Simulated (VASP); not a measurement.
Write the native input for VASP 6.6.1 that does the following.

| Property | Result |
| --- | --- |
| Task | single point |
| Functional | PBE |
| Potentials or basis | VASP PAW PBE potentials, release 64 (B, N) |
| Cutoff | 600 eV |
| k mesh | 4 × 4 × 4 |
| Occupations | gaussian, width 0.2 eV |
| Spin | no spin polarisation |
| Dipole correction | no |
| Further INCAR settings | ALGO = Normal; EDIFF = 1e-06; NBANDS = 20 |

The structure of B6N lies in POSCAR:

```
B6N
1.0
    3.5135382916      0.0000000024      0.0000000000
   -1.7567691479      3.0428134165      0.0000000000
    0.0000000000      0.0000000000      5.8904306689
B N
6 1
Direct
    0.5000000000      0.0000000000      0.8113591658
    0.0000000000      0.5000000000      0.8113591658
    0.5000000000      0.5000000000      0.8113591658
    0.5000000000      0.0000000000      0.1306840308
    0.0000000000      0.5000000000      0.1306840308
    0.5000000000      0.5000000000      0.1306840308
    0.0000000000      0.0000000000      0.2354941802
```

The cell was built from a structure type or drawn by symmetry, and may not be a known phase.

These files were run (other wordings do the same):

INCAR

```
SYSTEM = B6N
ALGO = Normal
EDIFF = 1E-6
ENCUT = 600
GGA = PE
GGA_COMPAT = .FALSE.
ISIF = 2
ISMEAR = 0
LASPH = .TRUE.
LCHARG = .FALSE.
LREAL = .FALSE.
LWAVE = .FALSE.
NBANDS = 20
NELM = 120
PREC = Accurate
SIGMA = 0.2
```

KPOINTS

```
k-points
0
G
  4 4 4
  0 0 0
```

Potentials or basis: VASP PAW PBE potentials, release 64 (B, N).

The run is started by

```bash
$ cat potpaw_PBE.64/B/POTCAR potpaw_PBE.64/N/POTCAR > POTCAR
$ mpirun -np 1 vasp_std > vasp.out
```

Results of the run:

```yaml
Pressure: 0.0 GPa
Largest_force: 0.053 eV/Å
Band_gap_on_the_k_mesh: zero (an odd number of electrons rules out a gap without spin polarisation)
```

Caveat: the k points lie up to 0.52 Å⁻¹ apart, too coarse for converged energies and pressures of a metal; this functional lacks dispersion, which binds the layers, so the pressure and a relaxed spacing across them are unreliable.

Wall time 34 s on 1 thread of Intel Xeon 8259CL, on a shared host, peak memory 0.18 GiB.
